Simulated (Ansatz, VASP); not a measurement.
Ru: VASP beside Ansatz

```
CELL_PARAMETERS angstrom
2.70580 0.00000 0.00000
-1.35290 2.34329 0.00000
0.00000 0.00000 4.28190
ATOMIC_POSITIONS crystal
Ru 0.66667 0.33333 0.75000
Ru 0.33333 0.66667 0.25000
```

Alike in both runs: task relaxation of cell and atoms; functional PBEsol; dispersion D4; k mesh 11 × 11 × 6; occupations fermi-dirac, width 0.05 eV; no spin polarisation.

|  | VASP | Ansatz |
| --- | --- | --- |
| version | VASP 6.6.1 | Ansatz 0.2.0 |
| potentials or method | VASP PAW PBE potentials, release 64 (Ru_pv), cutoff 600 eV | all-electron LAPW, scalar-relativistic |

Ansatz gave:

```
relaxed volume (Å³/atom)                                     : 13.19
relaxed cell length with the largest relative difference (Å) : 4.242
```

**Question.** What did VASP give for the same quantities?

**Answer.** Relaxed volume (Å³/atom): 13.19; relaxed cell length with the largest relative difference (Å): 4.240.

VASP's potentials were made for PBE, not for PBEsol. Ansatz ran all-electron here, and VASP with PAW potentials.
